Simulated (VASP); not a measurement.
A run of VASP 6.6.1:

INCAR

```
PREC     = Accurate       # precision mode
ENCUT    = 910            # plane-wave cutoff, eV
EDIFF    = 1E-6           # SCF threshold, eV
ISMEAR   = 0              # smearing method
SIGMA    = 0.02           # smearing width, eV
LREAL    = False          # projectors in reciprocal space
LASPH    = True           # aspherical terms in the spheres
NELM     = 120            # most SCF steps
ALGO     = Normal         # electronic algorithm
ISIF     = 2              # what is computed and relaxed
LWAVE    = False          # write WAVECAR
LCHARG   = True           # write CHGCAR
LELF     = True           # ELF
LVHAR    = True         
NBANDS   = 16             # bands
GGA_COMPAT= False
```

The input KPOINTS:

```
regular mesh
0
Gamma
  10 10 10
```

Contents of POSCAR:

```
GaN
1.0
    0.0000000000      2.2277008296      2.2277008296
    2.2277008296      0.0000000000      2.2277008296
    2.2277008296      2.2277008296      0.0000000000
Ga N
1 1
Direct
    0.0000000000      0.0000000000      0.0000000000
    0.7500000000      0.7500000000      0.7500000000
```

Potentials or basis: VASP PAW LDA potentials, release 64 (Ga_d, N_h).

Command:

```sh
$ cat potpaw_LDA.64/Ga_d/POTCAR potpaw_LDA.64/N_h/POTCAR > POTCAR
$ mpirun -np 1 vasp_std > vasp.out
```

Hardware: 1 thread of Intel(R) Xeon(R) Platinum 8375C CPU @ 2.90GHz (Ice Lake), on a shared host.

Q: How long does it take, and how much memory?

A: It took 18 s on 1 thread of Intel(R) Xeon(R) Platinum 8375C CPU @ 2.90GHz (Ice Lake), on a shared host, peak memory 0.18 GiB. Counts: scf iterations 12, k points 47.
